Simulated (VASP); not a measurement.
Write the native input for VASP 6.6.1 that does the following.

```yaml
Task: single point
Functional: PBE
Potentials_or_basis: VASP PAW PBE potentials, release 64 (C, Pt)
Cutoff: 520 eV
k_mesh: 2 × 2 × 1
Occupations: gaussian, width 0.02 eV
Spin: no spin polarisation
Dipole_correction: no
Further_INCAR_settings: ALGO = Normal; EDIFF = 1e-06; NBANDS = 56; NELMDL = -8
```

The structure of PtC18 lies in POSCAR:

```
PtC18
1.0
    7.3980000000      0.0000000000      0.0000000000
   -3.6990000000      6.4068560000      0.0000000000
    0.0000000000      0.0000000000     12.0000000000
C Pt
18 1
Direct
    0.0000285709      0.0000166753      0.0799127098
    0.2213240303      0.1106642779      0.0776924362
    0.0004224051      0.3336044931      0.0800364763
    0.2193212392      0.4409629136      0.0851645904
    0.0004226071      0.6668226476      0.0800363961
    0.2193215089      0.7783630407      0.0851643915
    0.3335163315      0.0004843281      0.0793197307
    0.5549624162      0.1111876366      0.0793355573
    0.3335163166      0.3330366431      0.0793201889
    0.5549624627      0.4437794877      0.0793360369
    0.3301827946      0.6650936378      0.0994339380
    0.5582852885      0.7791449066      0.0995501355
    0.6691238533      0.0032239116      0.0852445498
    0.8880132970      0.1106059581      0.0801117358
    0.6671447215      0.3335746858      0.0776686069
    0.8884434087      0.4442240017      0.0798183853
    0.6691239316      0.6659046345      0.0852448225
    0.8880133837      0.7774121014      0.0801118027
    0.4429575328      0.7214841187      0.2624969092
```

These files were run (other wordings do the same):

INCAR

```
SYSTEM = PtC18
  PREC = Accurate
  ENCUT = 520
  EDIFF = 1E-6
  ISMEAR = 0
  SIGMA = 0.02
  LREAL = .FALSE.
  LASPH = .TRUE.
  NELM = 120
  ALGO = Normal
  ISIF = 2
  LWAVE = .FALSE.
  LCHARG = .FALSE.
  GGA = PE
  NBANDS = 56
  GGA_COMPAT = .FALSE.
  NELMDL = -8
```

KPOINTS

```
regular mesh
0
G
  2 2 1
  0 0 0
```

Potentials or basis: VASP PAW PBE potentials, release 64 (C, Pt).

The run is started by

```bash
$ cat potpaw_PBE.64/C/POTCAR potpaw_PBE.64/Pt/POTCAR > POTCAR
$ mpirun -np 1 vasp_std > vasp.out
```

Results of the run:

The largest force is 0.085 eV/Å and the band gap on the k mesh is 0.29 eV.

Caveat: the k points lie up to 0.49 Å⁻¹ apart; spin-orbit coupling is left out, which moves the levels of the heavy elements.

Run time: 2.6 min on 1 thread of AMD EPYC 7R13 Processor (Zen 3), with other jobs on the host, peak memory 0.59 GiB.
